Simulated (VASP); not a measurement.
# GaSi62 (a cell with a defect) in VASP: a series of runs

GaSi62 (a cell with a defect) is run at these levels: PBE+D3(BJ); tasks: single point.

Everything below comes from runs of VASP 6.6.1. Logs are shortened: lines on timing, memory, paths and dates and some standing lists are left out, and cuts for length are marked.

## 1. The cell of the first run

The cell holds a defect, 63 atoms: a = 10.860 Å, b = 10.860 Å, c = 10.860 Å, α = 90.00°, β = 90.00°, γ = 90.00°.

## 2. Single point, PBE+D3(BJ), collinear spin

INCAR reads:

```
SYSTEM = GaSi62
ALGO = Normal ; EDIFF = 1E-6
ENCUT = 520 ; GGA = PE
ISIF = 2 ; ISMEAR = 0
ISPIN = 2 ; IVDW = 12
LASPH = .TRUE. ; LCHARG = .TRUE.
LELF = .TRUE. ; LORBIT = 11
LREAL = Auto ; LVHAR = .TRUE.
LWAVE = .FALSE. ; MAGMOM = 0 0 0 0 0 0 0 0 0 0 0 0 0 0 0 0 0 0 0 0 0 0 0 0 0 0 0 0 0 0 0 0 0 0 0 0 0 0 0 0 0 0 0 0 0.14 0 0 0 0 0 0 0 0 0 0 0 0 0 0 0 0 0 0
NBANDS = 172 ; NELM = 150
PREC = Accurate ; SIGMA = 0.02
```

KPOINTS reads:

```
k-points
0
G
  1 1 1
  0 0 0
```

POSCAR reads:

```
GaSi62
1.0
   10.8600000000      0.0000000000      0.0000000000
    0.0000000000     10.8600000000      0.0000000000
    0.0000000000      0.0000000000     10.8600000000
Si Ga
62 1
Direct
    0.4992760589     -0.0014587477     -0.0017457643
    0.6262044199      0.1242194291      0.1240765193
    0.7492853591      0.2510993554     -0.0007146409
    0.8752276243      0.3747723757      0.1252276243
    0.7516160221      0.0000345304      0.2487138122
    0.8762639042      0.1243474217      0.3756525783
   -0.0012861878      0.0000345304      0.0016160221
    0.1256525783      0.1243474217      0.1262639042
    0.2499654696      0.2512861878      0.0016160221
    0.3758363720      0.3756621547      0.1243378453
    0.4985874770      0.5038744015     -0.0038744015
    0.6242847145      0.6257152855      0.1236074586
    0.7461255985      0.7514125230     -0.0038744015
    0.8743378453      0.8741636280      0.1243378453
    0.2508971455     -0.0008971455      0.2513186924
    0.3765087477      0.1227631676      0.3772368324
    0.5004078269      0.2498687845      0.2501312155
    0.6262044199      0.3759234807      0.3757805709
    0.7492853591      0.5007146409      0.2489006446
    0.8740765193      0.6237955801      0.3757805709
    0.5075454880     -0.0005772560      0.5005772560
    0.6273759669      0.1269191529      0.6249817680
    0.7516160221      0.2512861878      0.4999654696
    0.8743378453      0.3756621547      0.6258363720
    0.7482542357     -0.0014587477      0.7492760589
    0.8740765193      0.1242194291      0.8762044199
   -0.0010993554      0.5007146409     -0.0007146409
    0.1257805709      0.6237955801      0.1240765193
    0.2514587477      0.7507239411     -0.0017457643
    0.3752178637      0.8747821363      0.1251233886
    0.0002674033      0.2497325967      0.2502674033
    0.1256525783      0.3737360958      0.3756525783
    0.2499654696      0.4983839779      0.2487138122
    0.3749817680      0.6226240331      0.3730808471
    0.4999577348      0.7500422652      0.2498320442
    0.6273759669      0.8750182320      0.3730808471
    0.0013186924     -0.0008971455      0.5008971455
    0.1272368324      0.1227631676      0.6265087477
    0.2508971455      0.2486813076      0.5008971455
    0.3752178637      0.3748766114      0.6252178637
    0.4992760589      0.5017457643      0.5014587477
    0.6179711786      0.6320288214      0.6290521179
    0.7482542357      0.7507239411      0.5014587477
    0.8751233886      0.8747821363      0.6252178637
    0.2505772560     -0.0005772560      0.7575454880
    0.3749817680      0.1269191529      0.8773759669
    0.4999577348      0.2501679558      0.7499577348
    0.6242847145      0.3763925414      0.8742847145
    0.7461255985      0.5038744015      0.7485874770
    0.8736074586      0.6257152855      0.8742847145
    0.0001312155      0.7495921731      0.2501312155
    0.1272368324      0.8734912523      0.3772368324
   -0.0012861878      0.4983839779      0.4999654696
    0.1230808471      0.6226240331      0.6249817680
    0.2505772560      0.7424545120      0.5005772560
    0.0001312155      0.2498687845      0.7504078269
    0.1257805709      0.3759234807      0.8762044199
    0.2514587477      0.5017457643      0.7492760589
    0.3790521179      0.6320288214      0.8679711786
    0.6179711786      0.8709478821      0.8679711786
   -0.0001679558      0.7500422652      0.7499577348
    0.1230808471      0.8750182320      0.8773759669
    0.3766016575      0.8733983425      0.6266016575
```

Potentials or basis: VASP PAW PBE potentials, release 64 (Si, Ga_d).

On the command line:

```console
cat potpaw_PBE.64/Si/POTCAR potpaw_PBE.64/Ga_d/POTCAR > POTCAR
mpirun -np 1 vasp_gam > vasp.out
```

OUTCAR:

```text
SYSTEM = GaSi62
   EDIFF = 1E-6
   ENCUT = 520
   GGA = PE
   ISIF = 2
   ISMEAR = 0
   ISPIN = 2
   IVDW = 12
   LASPH = .TRUE.
   LORBIT = 11
   LREAL = Auto
   NELM = 150
   PREC = Accurate
 IVDW          = 12

 ion  position               nearest neighbor table
   1  0.499  0.999  0.998-  46 2.34  30 2.35  60 2.36   2 2.37
   2  0.626  0.124  0.124-   5 2.35   3 2.35  17 2.37   1 2.37
   3  0.749  0.251  0.999-   2 2.35  26 2.35  48 2.35   4 2.35
   4  0.875  0.375  0.125-  31 2.35  19 2.35  27 2.35   3 2.35
   5  0.752  0.000  0.249-  14 2.34  36 2.34   2 2.35   6 2.36
   6  0.876  0.124  0.376-  31 2.35  37 2.35   5 2.36  23 2.36
[... 50 lines left out ...]
  57  0.126  0.376  0.876-   9 2.35  27 2.35  56 2.37  58 2.37
  58  0.251  0.502  0.749-  54 2.34  40 2.35  59 2.36  57 2.37
  59  0.379  0.632  0.868-  11 2.36  29 2.36  58 2.36
  60  0.618  0.871  0.868-  13 2.36   1 2.36  25 2.36
  61  1.000  0.750  0.750-  44 2.35  50 2.35  54 2.36  62 2.36
  62  0.123  0.875  0.877-  45 2.33   7 2.34  29 2.34  61 2.36
  63  0.377  0.873  0.627-  21 2.40  45 2.40  55 2.40

  LATTYP: Found a simple cubic cell.
 ALAT       =    10.8600000000

  Lattice vectors:

 A1 = (  10.8600000000,   0.0000000000,   0.0000000000)
 A2 = (   0.0000000000,  10.8600000000,   0.0000000000)
 A3 = (   0.0000000000,   0.0000000000,  10.8600000000)

Analysis of symmetry for initial positions (statically):
=====================================================================
 Subroutine PRICEL returns:
 Original cell was already a primitive cell.

 Routine SETGRP: Setting up the symmetry group for a
 simple cubic supercell.

 Subroutine GETGRP returns: Found  6 space group operations
 (whereof  1 operations were pure point group operations)
 out of a pool of 48 trial point group operations.

The static configuration has the point symmetry C_1 .
 The point group associated with its full space group is C_3v.

Analysis of symmetry for dynamics (positions and initial velocities):
=====================================================================
 Subroutine PRICEL returns:
 Original cell was already a primitive cell.

 Routine SETGRP: Setting up the symmetry group for a
 simple cubic supercell.

 Subroutine GETGRP returns: Found  6 space group operations
 (whereof  1 operations were pure point group operations)
 out of a pool of 48 trial point group operations.

The dynamic configuration has the point symmetry C_1 .
 The point group associated with its full space group is C_3v.

Analysis of structural, dynamic, and magnetic symmetry:
=====================================================================
 Subroutine PRICEL returns:
 Original cell was already a primitive cell.

 Routine SETGRP: Setting up the symmetry group for a
 simple cubic supercell.

 Subroutine GETGRP returns: Found  2 space group operations
 (whereof  1 operations were pure point group operations)
 out of a pool of 48 trial point group operations.

The overall configuration has the point symmetry C_1 .
 The point group associated with its full space group is C_1h.

 Subroutine INISYM returns: Found  2 space group operations
 (whereof  1 operations are pure point group operations),
 and found     1 'primitive' translations

----------------------------------------------------------------------------------------

                                     Primitive cell

  volume of cell :    1280.8241

  direct lattice vectors                    reciprocal lattice vectors
    10.860000000  0.000000000  0.000000000     0.092081031  0.000000000  0.000000000
     0.000000000 10.860000000  0.000000000     0.000000000  0.092081031  0.000000000
     0.000000000  0.000000000 10.860000000     0.000000000  0.000000000  0.092081031

  length of vectors
    10.860000000 10.860000000 10.860000000     0.092081031  0.092081031  0.092081031

  position of ions in fractional coordinates (direct lattice)
[... 175 lines left out ...]
   ENCUT  =  520.0 eV  38.22 Ry    6.18 a.u.  20.19 20.19 20.19*2*pi/ulx,y,z
[... 42 lines left out ...]
  free energy    TOTEN  =      -330.16548401 eV

  energy without entropy =     -330.15420022  energy(sigma->0) =     -330.15984211

 E-fermi :   6.2515     XC(G=0):  -9.3476

 val. band max:        6.2515323658   @ k =   0.0000   0.0000   0.0000
 cond. band min:       6.2515382667   @ k =   0.0000   0.0000   0.0000
 fundamental gap:      0.0000059009
 Fermi energy:         6.2515353163

 spin component 1

 k-point     1 :       0.0000    0.0000    0.0000
  band No.  band energies     occupation
      1      -8.9133      1.00000
      2      -8.8921      1.00000
      3      -8.8921      1.00000
      4      -8.7921      1.00000
      5      -8.7921      1.00000
      6      -6.2298      1.00000
[... 134 lines left out ...]
    141       6.8687      0.00000
    142       6.9248      0.00000
 Fermi energy:         6.2515353163

 spin component 2

 k-point     1 :       0.0000    0.0000    0.0000
  band No.  band energies     occupation
      1      -8.9139      1.00000
      2      -8.8918      1.00000
      3      -8.8917      1.00000
      4      -8.7901      1.00000
      5      -8.7901      1.00000
      6      -6.2186      1.00000
[... 134 lines left out ...]
    141       6.8808      0.00000
    142       6.9406      0.00000
 [bands above 142 left out]

------------------------ aborting loop because EDIFF is reached ----------------------------------------

 Edisp (eV)  -19.82542

 E6    (eV) :   -11.5879

 E8    (eV) :    -8.2375

  FORCE on cell =-STRESS in cart. coord.  units (eV):
  Direction    XX          YY          ZZ          XY          YZ          ZX
  --------------------------------------------------------------------------------------
  -------------------------------------------------------------------------------------
  Total      -2.06558    -2.06558    -2.06531     1.27885     1.27981    -1.27981
  in kB      -2.58382    -2.58382    -2.58349     1.59971     1.60091    -1.60091
  external pressure =       -2.58 kB  Pullay stress =        0.00 kB

 VOLUME and BASIS-vectors are now :
 -----------------------------------------------------------------------------
  energy-cutoff  :      520.00
  volume of cell :     1280.82
      direct lattice vectors                 reciprocal lattice vectors
    10.860000000  0.000000000  0.000000000     0.092081031  0.000000000  0.000000000
     0.000000000 10.860000000  0.000000000     0.000000000  0.092081031  0.000000000
     0.000000000  0.000000000 10.860000000     0.000000000  0.000000000  0.092081031

 POSITION                                       TOTAL-FORCE (eV/Angst)
 -----------------------------------------------------------------------------------
      5.42214     10.84416     10.84104         0.001312      0.006630      0.005280
      6.80058      1.34902      1.34747         0.001720     -0.001328     -0.001960
      8.13724      2.72694     10.85224         0.000110      0.000996      0.000101
      9.50497      4.07003      1.35997        -0.001012      0.001012     -0.000990
      8.16255      0.00038      2.70103        -0.002674      0.003123      0.005595
      9.51623      1.35041      4.07959         0.001514     -0.000256      0.000271
[... 55 lines left out ...]
      1.33666      9.50270      9.52830        -0.005137     -0.001849      0.004255
      4.08989      9.48511      6.80489         0.002765     -0.002765      0.002779
 -----------------------------------------------------------------------------------
    total drift:                               -0.015359      0.015359     -0.015486

  FREE ENERGIE OF THE ION-ELECTRON SYSTEM (eV)
  ---------------------------------------------------
  free  energy   TOTEN  =      -349.9909009968 eV

  energy  without entropy=     -349.9796172054  energy(sigma->0) =     -349.98525910

 total charge

# of ion       s       p       d       tot
------------------------------------------
    1        0.741   0.947   0.000   1.688
    2        0.744   0.945   0.000   1.689
    3        0.738   0.959   0.000   1.697
    4        0.740   0.955   0.000   1.695
    5        0.739   0.964   0.000   1.703
    6        0.740   0.955   0.000   1.695
[... 55 lines left out ...]
   62        0.740   0.966   0.000   1.705
   63        0.932   0.775   9.954  11.662
--------------------------------------------------
tot         47.018  59.625   9.954 116.597

 magnetization (x)

# of ion       s       p       d       tot
------------------------------------------
    1        0.000   0.007   0.000   0.008
    2        0.001   0.006   0.000   0.007
    3       -0.000   0.001   0.000   0.001
    4       -0.000   0.001   0.000   0.001
    5        0.000   0.002   0.000   0.002
    6        0.000   0.001   0.000   0.001
[... 55 lines left out ...]
   62        0.001   0.000   0.000   0.001
   63       -0.001   0.001   0.002   0.002
--------------------------------------------------
tot          0.077   0.301   0.002   0.380
```

Wall time 14 min (1 thread of Intel Xeon Platinum 8375C at 2.90GHz (Ice Lake), shared host); peak memory 1.4 GiB.

Results:

```
Free energy                                           : -349.9909 eV
Pressure                                              : -0.3 GPa
Largest force                                         : 0.017 eV/Å
Band gap on the k mesh                                : zero (filled and empty bands touch)
Net moment                                            : 1.00 μB per cell
Site moments                                          : Si +0.01, +0.00, -0.00, +0.07; Ga +0.00 μB
Valence electrons inside the program's atomic spheres : Si 1.69, 1.70, 1.71, 1.64; Ga 11.66
Dispersion energy per atom                            : -0.315 eV
```

Forces in eV/Å, atoms in the order of the input:
```
Si   0.001  0.007  0.005
Si   0.002 -0.001 -0.002
Si   0.000  0.001  0.000
Si  -0.001  0.001 -0.001
Si  -0.003  0.003  0.006
Si   0.002  0.000  0.000
Si   0.006  0.003 -0.003
Si   0.000  0.000  0.002
Si  -0.003 -0.006 -0.003
Si  -0.002  0.006 -0.006
Si   0.012 -0.009  0.009
Si  -0.001  0.001 -0.003
Si   0.009 -0.012  0.009
Si  -0.006  0.002 -0.006
Si  -0.002  0.002 -0.003
Si  -0.004  0.000  0.000
Si   0.010 -0.004  0.004
Si   0.002  0.002  0.001
Si   0.000  0.000 -0.001
Si  -0.002 -0.002  0.001
Si  -0.006  0.000  0.000
Si   0.004  0.005  0.002
Si  -0.003 -0.006 -0.003
Si  -0.006  0.006 -0.002
Si   0.005  0.007  0.001
Si  -0.002 -0.001  0.002
Si  -0.001  0.000  0.000
Si   0.001 -0.002 -0.002
Si  -0.007 -0.001  0.005
Si  -0.002  0.002 -0.002
Si   0.003 -0.003  0.003
Si   0.000 -0.002  0.000
Si  -0.003  0.003  0.006
Si   0.002 -0.004 -0.005
Si   0.001 -0.001 -0.006
Si   0.004 -0.002 -0.005
Si  -0.003  0.002 -0.002
Si   0.000  0.000 -0.004
Si  -0.002  0.003 -0.002
Si  -0.002  0.002 -0.002
Si   0.001 -0.005 -0.007
Si  -0.002  0.002 -0.006
Si   0.005 -0.001 -0.007
Si  -0.002  0.002 -0.002
Si   0.000  0.000 -0.006
Si   0.002  0.005  0.004
Si   0.001  0.006  0.001
Si  -0.001  0.003 -0.001
Si   0.009 -0.009  0.012
Si  -0.003  0.001 -0.001
Si   0.004 -0.010  0.004
Si   0.000  0.004  0.000
Si   0.006  0.003 -0.003
Si  -0.005 -0.004  0.002
Si   0.000  0.006  0.000
Si   0.004 -0.004  0.010
Si   0.001  0.002  0.002
Si  -0.007 -0.005  0.001
Si  -0.006  0.002 -0.002
Si  -0.002  0.006 -0.002
Si  -0.006 -0.001  0.001
Si  -0.005 -0.002  0.004
Ga   0.003 -0.003  0.003
```

Stress tensor (GPa, compression positive):
```
-0.26  0.16 -0.16
 0.16 -0.26  0.16
-0.16  0.16 -0.26
```

Caveat: the k points lie up to 0.58 Å⁻¹ apart.

[end of part 1 of 2]
